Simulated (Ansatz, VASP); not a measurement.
MnO: VASP beside Ansatz

```xyz
2
Lattice="2.9514 -1.7055 0.0000 2.9514 1.7055 0.0000 -1.9713 0.0000 2.7914" Properties=species:S:1:pos:R:3 pbc="T T T"
Mn    1.9656    0.0000    1.3976
O     3.9343    0.0000    0.6960
```

Alike in both runs: task single point; functional r2SCAN; k mesh 9 × 9 × 9; occupations fermi-dirac, width 0.05 eV; collinear spin.

|  | VASP | Ansatz |
| --- | --- | --- |
| version | VASP 6.6.1 | Ansatz 0.2.0 |
| potentials or method | VASP PAW PBE potentials, release 64 (Mn_pv, O) | Ansatz PAW |
| plane-wave cutoff (eV) | 520 | 500 |
| valence electrons in the cell | 19 | 21 |

Ansatz gave:

* pressure (GPa): -4.2
* traceless stress, the component that is largest in VASP (GPa): -0.15
* net moment per atom (μB): 2.50
* size of the moment on the site where the two differ most (μB): 4.08

Question: Which values does VASP return?

Answer: Pressure (GPa): -3.8; traceless stress, the component that is largest in VASP (GPa): -0.14; net moment per atom (μB): 2.50; size of the moment on the site where the two differ most (μB): 4.50.

VASP's potentials were made for PBE, not for r2SCAN. Site moments also hang on the region over which each program counts them. VASP's potentials hold 19 valence electrons a cell and Ansatz's 21, so a difference there can come from the potentials and not from the codes.

Noted on Ansatz's run: the magnetic or orbital state may not be the lowest.
